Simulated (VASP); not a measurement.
# KBr (P4/mmm) in VASP: further runs

The runs below take KBr through single point, with r2SCAN, HSE06.

All numbers are computed with VASP 6.6.1; they aren't measurements. Logs are shortened: lines on timing, memory, paths and dates and some standing lists are left out, and cuts for length are marked.

## Step 1: The cell of the first run

Symmetry: P4/mmm, No. 123, tetragonal system. Conventional cell: a = 4.048 Å, b = 4.048 Å, c = 3.961 Å, α = 90.00°, β = 90.00°, γ = 90.00°. Within 4.6 Å of K (site symmetry 4/mmm) lie 8 Br at 3.48 Å and 6 K at 3.96 to 4.05 Å. Br (site symmetry 4/mmm) has 8 K at 3.48 Å and 6 Br at 3.96 to 4.05 Å within 4.6 Å.

## Step 2: Single point, r2SCAN (epitaxial xy strain +1.8%)

POSCAR

```
KBr
1.0
    4.0482255342      0.0000000000      0.0000000000
    0.0000000000      4.0482255342      0.0000000000
    0.0000000000      0.0000000000      3.9607800284
K Br
1 1
Direct
    0.0000000000      0.0000000000      0.0000000000
    0.5000000000      0.5000000000      0.5000000000
```

INCAR.step1

```
SYSTEM = KBr
ALGO = Normal
EDIFF = 1E-4
ENCUT = 520
GGA = PE
ISMEAR = 0
LASPH = .True.
LCHARG = .False.
LREAL = .False.
LWAVE = .True.
NBANDS = 15
NELM = 80
PREC = Accurate
SIGMA = 0.01
```

INCAR.step2

```
SYSTEM = KBr
ALGO = Normal
EDIFF = 1E-6
ENCUT = 520
ISIF = 2
ISMEAR = 0
ISTART = 1
LASPH = .True.
LCHARG = .False.
LMIXTAU = .True.
LREAL = .False.
LWAVE = .False.
METAGGA = R2SCAN
NBANDS = 15
NELM = 80
PREC = Accurate
SIGMA = 0.01
```

KPOINTS

```
k-points
0
Gamma
  6 6 6
  0 0 0
```

Potentials or basis: VASP PAW PBE potentials, release 64 (K_sv, Br).

Launch:

```
cat potpaw_PBE.64/K_sv/POTCAR potpaw_PBE.64/Br/POTCAR > POTCAR
cp INCAR.step1 INCAR
mpirun -np 1 vasp_std > vasp.out
cp INCAR.step2 INCAR
mpirun -np 1 vasp_std > vasp.out
```

OUTCAR:

```text
SYSTEM = KBr
   EDIFF = 1E-6
   ENCUT = 520
   ISIF = 2
   ISMEAR = 0
   ISTART = 1
   LASPH = .True.
   LREAL = .False.
   METAGGA = R2SCAN
   NELM = 80
   PREC = Accurate

 ion  position               nearest neighbor table
   1  0.000  0.000  0.000-
   2  0.500  0.500  0.500-

  LATTYP: Found a simple tetragonal cell.
 ALAT       =     4.0482255342
 C/A-ratio  =     0.9783990529

  Lattice vectors:

 A1 = (   4.0482255342,   0.0000000000,   0.0000000000)
 A2 = (   0.0000000000,   4.0482255342,   0.0000000000)
 A3 = (   0.0000000000,   0.0000000000,   3.9607800284)

Analysis of symmetry for initial positions (statically):
=====================================================================
 Subroutine PRICEL returns:
 Original cell was already a primitive cell.

 Routine SETGRP: Setting up the symmetry group for a
 simple tetragonal supercell.

 Subroutine GETGRP returns: Found 16 space group operations
 (whereof 16 operations were pure point group operations)
 out of a pool of 16 trial point group operations.

The static configuration has the point symmetry D_4h.

Analysis of symmetry for dynamics (positions and initial velocities):
=====================================================================
 Subroutine PRICEL returns:
 Original cell was already a primitive cell.

 Routine SETGRP: Setting up the symmetry group for a
 simple tetragonal supercell.

 Subroutine GETGRP returns: Found 16 space group operations
 (whereof 16 operations were pure point group operations)
 out of a pool of 16 trial point group operations.

The dynamic configuration has the point symmetry D_4h.

 Subroutine INISYM returns: Found 16 space group operations
 (whereof 16 operations are pure point group operations),
 and found     1 'primitive' translations

----------------------------------------------------------------------------------------

                                     Primitive cell

  volume of cell :      64.9098

  direct lattice vectors                    reciprocal lattice vectors
     4.048225534  0.000000000  0.000000000     0.247021810  0.000000000  0.000000000
     0.000000000  4.048225534  0.000000000     0.000000000  0.247021810  0.000000000
     0.000000000  0.000000000  3.960780028     0.000000000  0.000000000  0.252475521

  length of vectors
     4.048225534  4.048225534  3.960780028     0.247021810  0.247021810  0.252475521

  position of ions in fractional coordinates (direct lattice)
     0.000000000  0.000000000  0.000000000
     0.500000000  0.500000000  0.500000000

  ion indices of the primitive-cell ions
   primitive index   ion index
                 1           1
                 2           2

----------------------------------------------------------------------------------------

 KPOINTS: k-points

Automatic generation of k-mesh.
 Grid dimensions read from file:
 generate k-points for:    6    6    6

 Generating k-lattice:

  Cartesian coordinates                     Fractional coordinates (reciprocal lattice)
     0.041170302  0.000000000  0.000000000     0.166666667  0.000000000  0.000000000
     0.000000000  0.041170302  0.000000000     0.000000000  0.166666667  0.000000000
     0.000000000  0.000000000  0.042079253     0.000000000  0.000000000  0.166666667

  Length of vectors
     0.041170302  0.041170302  0.042079253

  Shift w.r.t. Gamma in fractional coordinates (k-lattice)
     0.000000000  0.000000000  0.000000000

 Subroutine IBZKPT returns following result:
 ===========================================

 Found     40 irreducible k-points:

 Following reciprocal coordinates:
            Coordinates               Weight
  0.000000  0.000000  0.000000      1.000000
  0.166667  0.000000  0.000000      4.000000
  0.333333  0.000000  0.000000      4.000000
  0.500000  0.000000  0.000000      2.000000
  0.166667  0.166667  0.000000      4.000000
  0.333333  0.166667  0.000000      8.000000
[... 16 lines left out ...]
  0.333333  0.000000  0.333333      8.000000
  0.500000  0.000000  0.333333      4.000000
 [... further k-points ...]
   k-points           NKPTS =     40   k-points in BZ     NKDIM =     40   number of bands    NBANDS=     15
   number of dos      NEDOS =    301   number of ions     NIONS =      2
   total plane-waves  NPLWV =  27000
   dimension x,y,z NGX =    30 NGY =   30 NGZ =   30
   dimension x,y,z NGXF=    60 NGYF=   60 NGZF=   60
   ions per type =               1   1
   NGX,Y,Z   is equivalent  to a cutoff of  12.32, 12.32, 12.59 a.u.
   NGXF,Y,Z  is equivalent  to a cutoff of  24.64, 24.64, 25.18 a.u.
 SYSTEM =  KBr
   PREC   = accura    normal or accurate (medium, high low for compatibility)
   ISTART =      1    job   : 0-new  1-cont  2-samecut
   ICHARG =      0    charge: 1-file 2-atom 10-const
   ISPIN  =      1    spin polarized calculation?
   LNONCOLLINEAR =      F non collinear calculations
   LSORBIT =      F    spin-orbit coupling
   LASPH  =      T    aspherical Exc in radial PAW
   ENCUT  =  520.0 eV  38.22 Ry    6.18 a.u.   7.53  7.53  7.36*2*pi/ulx,y,z
   NELM   =     80;   NELMIN=  2; NELMDL=  0     # of ELM steps
   EDIFF  = 0.1E-05   stopping-criterion for ELM
   LREAL  =      F    real-space projection
   EDIFFG = 0.1E-04   stopping-criterion for IOM
   NSW    =      0    number of steps for IOM
   IBRION =     -1    ionic relax: 0-MD 1-quasi-New 2-CG
   NFREE  =      0    steps in history (QN), initial steepest desc. (CG)
   ISIF   =      2    stress and relaxation
   ISYM   =      2    0-nonsym 1-usesym 2-fastsym
   POTIM  = 0.5000    time-step for ionic-motion
   TEBEG  =    0.0;   TEEND  =   0.0 temperature during run
   PSTRESS=    0.0 pullay stress
   NELECT =      16.0000    total number of electrons
   NUPDOWN=      -1.0000    fix difference up-down
   EMIN   =  10.00;   EMAX   =-10.00  energy-range for DOS
   EFERMI =   0.00;   METHOD = LEGACY
   ISMEAR =     0;   SIGMA  =   0.01  broadening in eV -4-tet -1-fermi 0-gaus
   EFERMI_NEDOS =   21; number of points for ismear=-14 and -15
   IALGO  =     38    algorithm
   IMIX   =      4    mixing-type and parameters
     AMIX     =   0.40;   BMIX     =  1.00
     AMIX_MAG =   1.60;   BMIX_MAG =  1.00
  volume/ion in A,a.u.               =      32.45       219.02
  Fermi-wavevector in a.u.,A,eV,Ry     =   1.026467  1.939740 14.335554  1.053633
  Thomas-Fermi vector in A             =   2.160361
   LORBIT       =      0    0 simple, 1 ext, 2 COOP (PROOUT), +10 PAW based schemes
   METAGGA = R2SCAN    functional components
   LHFCALC =     F    Hartree Fock is set to
   AEXX    =    0.0000 exact exchange contribution
   IVDW    =     0    specifies the selected vdW correction
   LEPSILON=     F    determine dielectric tensor
   LRPA    =     F    only Hartree local field effects (RPA)
 non-spin polarized calculation
 Gauss-broadening in eV      SIGMA  =   0.01
  energy-cutoff  :      520.00
  volume of cell :       64.91
 maximum number of plane-waves:      1776
   NGX = 15   NGY = 15   NGZ = 15

 number of electron      15.9999999 magnetization

 Free energy of the ion-electron system (eV)
  ---------------------------------------------------
  ext. energy  EPLUGINS =         0.00000000
  ---------------------------------------------------
  free energy    TOTEN  =       -23.13773557 eV

  energy without entropy =      -23.13773557  energy(sigma->0) =      -23.13773557

 E-fermi :  -0.9101     XC(G=0):  -8.2755

 val. band max:       -0.9787654594   @ k =   0.5000   0.5000   0.0000
 cond. band min:       3.5983995952   @ k =   0.0000   0.0000   0.0000
 fundamental gap:      4.5771650546
 Fermi energy:        -0.9101006744

 k-point     1 :       0.0000    0.0000    0.0000
  band No.  band energies     occupation
      1     -30.8444      2.00000
      2     -14.3112      2.00000
      3     -13.4987      2.00000
      4     -13.4987      2.00000
      5     -13.4957      2.00000
      6      -1.3670      2.00000
      7      -1.3670      2.00000
      8      -1.2290      2.00000
      9       3.5984      0.00000
     10       5.2890      0.00000
     11       5.3953      0.00000
     12       9.3390      0.00000
     13       9.4876      0.00000
     14       9.4876      0.00000
     15      11.9852      0.00000

 k-point     2 :       0.1667    0.0000    0.0000
  band No.  band energies     occupation
      1     -30.8420      2.00000
      2     -14.3575      2.00000
      3     -13.4938      2.00000
      4     -13.4912      2.00000
      5     -13.4434      2.00000
      6      -1.8913      2.00000
      7      -1.3625      2.00000
      8      -1.2221      2.00000
      9       4.2209      0.00000
     10       5.5843      0.00000
     11       5.8860      0.00000
     12       9.2824      0.00000
     13       9.4162      0.00000
     14       9.6055      0.00000
     15      11.0639      0.00000

 k-point     3 :       0.3333    0.0000    0.0000
  band No.  band energies     occupation
      1     -30.8372      2.00000
      2     -14.4426      2.00000
      3     -13.4840      2.00000
      4     -13.4820      2.00000
      5     -13.3369      2.00000
      6      -2.7025      2.00000
      7      -1.3539      2.00000
      8      -1.2086      2.00000
      9       5.4054      0.00000
     10       6.1853      0.00000
     11       7.0289      0.00000
     12       9.3168      0.00000
     13       9.4048      0.00000
     14       9.4687      0.00000
     15       9.8771      0.00000
[... 343 lines left out ...]
 k-point    23 :       0.3333    0.0000    0.3333
  band No.  band energies     occupation
      1     -30.8283      2.00000
      2     -14.2568      2.00000
      3     -13.6109      2.00000
      4     -13.4698      2.00000
      5     -13.4304      2.00000
      6      -2.4440      2.00000
      7      -2.2509      2.00000
      8      -1.2018      2.00000
      9       5.5645      0.00000
     10       6.1902      0.00000
     11       8.0072      0.00000
     12       8.3449      0.00000
     13       8.6032      0.00000
     14       8.8934      0.00000
     15      10.7187      0.00000

 k-point    24 :       0.5000    0.0000    0.3333
  band No.  band energies     occupation
      1     -30.8260      2.00000
      2     -14.1942      2.00000
      3     -13.6183      2.00000
      4     -13.4957      2.00000
      5     -13.4659      2.00000
      6      -2.6165      2.00000
      7      -2.2362      2.00000
      8      -1.1565      2.00000
      9       5.2889      0.00000
     10       6.2455      0.00000
     11       7.9353      0.00000
     12       8.0676      0.00000
     13       8.6599      0.00000
     14       9.7500      0.00000
     15      10.6525      0.00000

 [... further k-points ...]

------------------------ aborting loop because EDIFF is reached ----------------------------------------

  FORCE on cell =-STRESS in cart. coord.  units (eV):
  Direction    XX          YY          ZZ          XY          YZ          ZX
  --------------------------------------------------------------------------------------
  -------------------------------------------------------------------------------------
  Total       -0.3424330     -0.3424330     -0.0016631      0.0000000      0.0000000     -0.0000000
  in kB       -8.4523219     -8.4523219     -0.0410515      0.0000000      0.0000000     -0.0000000
  external PRESSURE =      -5.6485651 kB  Pullay stress =       0.0000000 kB

 VOLUME and BASIS-vectors are now :
 -----------------------------------------------------------------------------
  energy-cutoff  :      520.00
  volume of cell :       64.91
      direct lattice vectors                 reciprocal lattice vectors
     4.048225534  0.000000000  0.000000000     0.247021810  0.000000000  0.000000000
     0.000000000  4.048225534  0.000000000     0.000000000  0.247021810  0.000000000
     0.000000000  0.000000000  3.960780028     0.000000000  0.000000000  0.252475521

 POSITION                                       TOTAL-FORCE (eV/Angst)
 -----------------------------------------------------------------------------------
      0.00000      0.00000      0.00000         0.000000      0.000000      0.000000
      2.02411      2.02411      1.98039         0.000000      0.000000      0.000000
 -----------------------------------------------------------------------------------
    total drift:                                0.000000      0.000000     -0.000000

  FREE ENERGIE OF THE ION-ELECTRON SYSTEM (eV)
  ---------------------------------------------------
  free  energy   TOTEN  =       -23.1377355671 eV

  energy  without entropy=      -23.1377355671  energy(sigma->0) =      -23.13773557
```

Run time: 63 s. Hardware: 1 thread of Intel Xeon Platinum 8559C (Emerald Rapids), shared host; peak memory 0.19 GiB.

What came out:

```yaml
Free_energy: -23.1377 eV
Pressure: -0.6 GPa
Band_gap_on_the_k_mesh: 4.58 eV (least direct gap 4.83 eV)
```

Levels at points of the mesh, in eV from the valence-band top:
```tsv
k point	band 5	band 6	band 7	band 8	band 9	band 10	band 11	band 12
(0.00, 0.00, 0.00)	-12.52	-0.39	-0.39	-0.25	4.58	6.27	6.37	10.32
(0.50, 0.00, 0.00)	-12.31	-2.06	-0.37	-0.22	7.19	7.67	8.39	9.54
(0.50, 0.50, 0.00)	-12.48	-1.52	-1.52	0.00	5.73	7.28	8.84	8.84
(0.00, 0.00, 0.50)	-12.33	-2.07	-0.34	-0.34	7.19	7.73	8.50	9.49
(0.50, 0.00, 0.50)	-12.48	-1.54	-1.48	-0.11	5.79	7.10	8.61	8.67
(0.50, 0.50, 0.50)	-12.62	-1.58	-1.53	-1.53	7.98	7.98	8.04	10.14
```

Caveat: the cell differs from its parent crystal (epitaxial xy strain +1.8%); the PAW data sets were made with another functional, which shifts forces and pressure a little.

## Step 3: Single point, HSE06 (epitaxial xy strain +1.8%)

POSCAR is that of step 2.

INCAR.step1: that of step 2 with these lines changed.

```diff
@@ -2,5 +2,6 @@
 ALGO = Normal
-EDIFF = 1E-4
+EDIFF = 1E-5
 ENCUT = 520
 GGA = PE
+ISIF = 2
 ISMEAR = 0
```

INCAR.step2

```
SYSTEM = KBr
ALGO = Normal
EDIFF = 1E-7
ENCUT = 520
GGA = PE
HFSCREEN = 0.2079
ISIF = 2
ISMEAR = 0
ISTART = 1
LASPH = .True.
LCHARG = .False.
LHFCALC = .True.
LREAL = .False.
LWAVE = .False.
NBANDS = 15
NELM = 80
PREC = Accurate
PRECFOCK = Normal
SIGMA = 0.01
```

KPOINTS

```
k-points
0
Gamma
  4 4 4
  0 0 0
```

Potentials or basis: VASP PAW PBE potentials, release 64 (K_sv, Br).

Launch:

```
cat potpaw_PBE.64/K_sv/POTCAR potpaw_PBE.64/Br/POTCAR > POTCAR
cp INCAR.step1 INCAR
mpirun -np 1 vasp_std > vasp.out
cp INCAR.step2 INCAR
mpirun -np 1 vasp_std > vasp.out
```

Wall time 5.8 min (1 thread of Intel Xeon Platinum 8559C (Emerald Rapids), shared host); peak memory 0.29 GiB.

It converged, with:

```yaml
Free_energy: -7.0238 eV
Pressure: 0.0 GPa
Band_gap_on_the_k_mesh: 5.00 eV (least direct gap 5.27 eV)
```

Stress tensor (GPa, compression positive):
```
-0.33  0.00  0.00
 0.00 -0.33  0.00
 0.00  0.00  0.51
```

Levels at points of the mesh, in eV from the valence-band top:
```
           k point  band 5  band 6  band 7  band 8  band 9  band 10  band 11  band 12
(0.00, 0.00, 0.00)  -13.03   -0.41   -0.41   -0.27    5.00     6.96     7.07    11.18
(0.50, 0.00, 0.00)  -12.82   -2.18   -0.38   -0.23    7.68     8.49     9.01    10.08
(0.50, 0.50, 0.00)  -13.00   -1.61   -1.61    0.00    6.30     7.88     9.59     9.59
(0.00, 0.00, 0.50)  -12.85   -2.20   -0.35   -0.35    7.68     8.55     9.12    10.04
(0.50, 0.00, 0.50)  -13.00   -1.64   -1.57   -0.11    6.36     7.71     9.34     9.41
(0.50, 0.50, 0.50)  -13.14   -1.67   -1.61   -1.61    8.54     8.54     8.59    10.95
```

Caveat: the cell differs from its parent crystal (epitaxial xy strain +1.8%); the PAW data sets were made with another functional, which shifts forces and pressure a little. A k mesh can miss the band edges.
